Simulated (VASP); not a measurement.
Be, 2 atoms in the cell. The structure is orthorhombic, space group Cmcm (No. 63). The conventional cell has a = 2.300 Å, b = 3.784 Å, c = 3.601 Å, α = 90.00°, β = 90.00°, γ = 90.00°. Within 2.9 Å of Be (site symmetry m2m) lie 12 Be at 2.20 to 2.30 Å.  This cell differs from its parent crystal: strain -0.0500 x Voigt [0, 1, 0, 0, 0, 0].

- Program: VASP 6.6.1
- Task: single point
- Functional: PBEsol
- Potentials or basis: VASP PAW PBE potentials, release 64 (Be)
- Cutoff: 520 eV
- k mesh: 24 × 24 × 14
- Occupations: gaussian, width 0.15 eV
- Spin: no spin polarisation
- Dipole correction: no
- Further INCAR settings: ALGO = Fast; EDIFF = 1e-06; NBANDS = 9

Potentials or basis: VASP PAW PBE potentials, release 64 (Be).

The run is started by

```console
$ cat potpaw_PBE.64/Be/POTCAR > POTCAR
$ mpirun -np 1 vasp_std > vasp.out
```

Hardware: 1 thread of Intel(R) Xeon(R) Platinum 8488C (Sapphire Rapids), on a shared host.

Problem. Estimate the wall time of this run.

Solution. Run time: 77 s on 1 thread of Intel(R) Xeon(R) Platinum 8488C (Sapphire Rapids), on a shared host, peak memory 0.25 GiB. Counts: scf iterations 10, k points 1256.
